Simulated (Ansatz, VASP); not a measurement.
## One calculation of Si8N, two programs

The input INCAR:

```
  PREC = Accurate
  ENCUT = 520
  EDIFF = 1E-7
  ISMEAR = 0
  SIGMA = 0.1
  LREAL = False
  LASPH = True
  NELM = 150
  ALGO = Normal
  ISIF = 2
  LWAVE = False
  LCHARG = True
  ISPIN = 2
  MAGMOM = 0 0 0 0 0 0 0 0 1
  LORBIT = 11
  GGA = PE
  LELF = True
  LVHAR = True
  NBANDS = 32
```

Contents of KPOINTS:

```
regular mesh
0
Gamma
  4 4 4
```

Contents of POSCAR:

```
Si8N
1.0
    4.4881162100      0.0000000000      0.0000000000
    0.0000000000      4.4881162100      0.0000000000
    0.0000000000      0.0000000000      5.4646210300
Si N
8 1
Direct
    0.2271686000      0.5000000000      0.5000000000
    0.7728314000      0.5000000000      0.5000000000
    0.5000000000      0.2271686000      0.5000000000
    0.5000000000      0.7728314000      0.5000000000
    0.7005356200      0.0000000000      0.0000000000
    0.2994643800      0.0000000000      0.0000000000
    0.0000000000      0.7005356200      0.0000000000
    0.0000000000      0.2994643800      0.0000000000
    0.5000000000      0.5000000000      0.5000000000
```

Input for Ansatz:

```yaml
crystal:
  lattice:
    - [4.48811621, 0.0, 0.0]
    - [0.0, 4.48811621, 0.0]
    - [0.0, 0.0, 5.46462103]
  atoms:
    - { symbol: Si, position: [0.2271686, 0.5, 0.5] }
    - { symbol: Si, position: [0.7728314, 0.5, 0.5] }
    - { symbol: Si, position: [0.5, 0.2271686, 0.5] }
    - { symbol: Si, position: [0.5, 0.7728314, 0.5] }
    - { symbol: Si, position: [0.70053562, 0.0, 0.0] }
    - { symbol: Si, position: [0.29946438, 0.0, 0.0] }
    - { symbol: Si, position: [0.0, 0.70053562, 0.0] }
    - { symbol: Si, position: [0.0, 0.29946438, 0.0] }
    - { symbol: "N", position: [0.5, 0.5, 0.5], spin: 1.0 }
basis:
  ecutwfc: 420
kpoints:
  mp_grid: { grid: [4, 4, 4] }
hamiltonian:
  xc: pbe
scf:
  occupations: { method: gaussian, width: 0.1 }
  lower_state_search: "off"
output:
  forces: true
  stress: true
  eigenvalues: true
  populations: true
magnetization:
  spin_polarized: true
```

Alike in both runs: task single point; functional PBE; k mesh 4 × 4 × 4; occupations gaussian, width 0.1 eV; collinear spin.

|  | VASP | Ansatz |
| --- | --- | --- |
| version | VASP 6.6.1 | Ansatz 0.2.0 |
| potentials or method | VASP PAW PBE potentials, release 64 (Si, N), cutoff 520 eV | scalar-relativistic, plane waves, PAW |
| valence electrons in the cell | 37 | 37 |

```tsv
	VASP	Ansatz	Ansatz less VASP
gap on the k mesh at the Fermi level (eV)	none	none	-
rms of the force components (eV/Å)	23.519	24.584	+1.0649
net moment per atom (μB)	0.00	0.00	0.000
```

Atom by atom the forces differ by 1.065 eV/Å (rms over components). A gap of «none» marks a metal or a gap that the smearing closes. Ansatz's warnings: seeded moment not kept.
